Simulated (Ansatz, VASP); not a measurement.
**One calculation of InP, two programs**

INCAR

```
PREC     = Accurate       # precision mode
ENCUT    = 500            # plane-wave cutoff, eV
EDIFF    = 1E-6           # SCF threshold, eV
ISMEAR   = 0              # smearing method
SIGMA    = 0.01           # smearing width, eV
LREAL    = False          # projectors in reciprocal space
LASPH    = True           # aspherical terms in the spheres
NELM     = 120            # most SCF steps
ALGO     = Normal         # electronic algorithm
ISIF     = 2              # what is computed and relaxed
LWAVE    = False          # write WAVECAR
LCHARG   = True           # write CHGCAR
GGA      = PS             # functional
LELF     = True           # ELF
LVHAR    = True         
NBANDS   = 16             # bands
GGA_COMPAT= False
```

The input KPOINTS:

```
regular mesh
0
Gamma
  5 5 5
```

File POSCAR:

```
InP
1.0
    0.0000000000      2.9538133435      2.9538133435
    2.9538133435      0.0000000000      2.9538133435
    2.9538133435      2.9538133435      0.0000000000
In P
1 1
Direct
    0.0000000000      0.0000000000      0.0000000000
    0.2500000000      0.2500000000      0.2500000000
```

Input for Ansatz:

```yaml
crystal:
  lattice:
    - [0.0, 2.9538133435, 2.9538133435]
    - [2.9538133435, 0.0, 2.9538133435]
    - [2.9538133435, 2.9538133435, 0.0]
  atoms:
    - { symbol: In, position: [0.0, 0.0, 0.0] }
    - { symbol: P, position: [0.25, 0.25, 0.25] }
kpoints:
  mp_grid: { grid: [5, 5, 5] }
hamiltonian:
  xc: pbesol
scf:
  occupations: { method: fixed }
  n_extra_bands: 4
output:
  forces: true
  stress: true
  eigenvalues: true
```

Alike in both runs: task single point; functional PBEsol; k mesh 5 × 5 × 5; no spin polarisation.

```csv
,VASP,Ansatz
version,VASP 6.6.1,Ansatz 0.2.0
potentials or method,"VASP PAW PBE potentials, release 64 (In_d, P)",plane waves
plane-wave cutoff (eV),500,420
occupations,"gaussian, width 0.01 eV",fixed
valence electrons in the cell,18,18
```

|  | VASP | Ansatz | Ansatz less VASP |
| --- | --- | --- | --- |
| gap on the k mesh at the Fermi level (eV) | 0.48 | 0.48 | +0.002 |
| pressure (GPa) | -1.0 | -0.9 | +0.01 |

VASP's potentials were made for PBE, not for PBEsol.
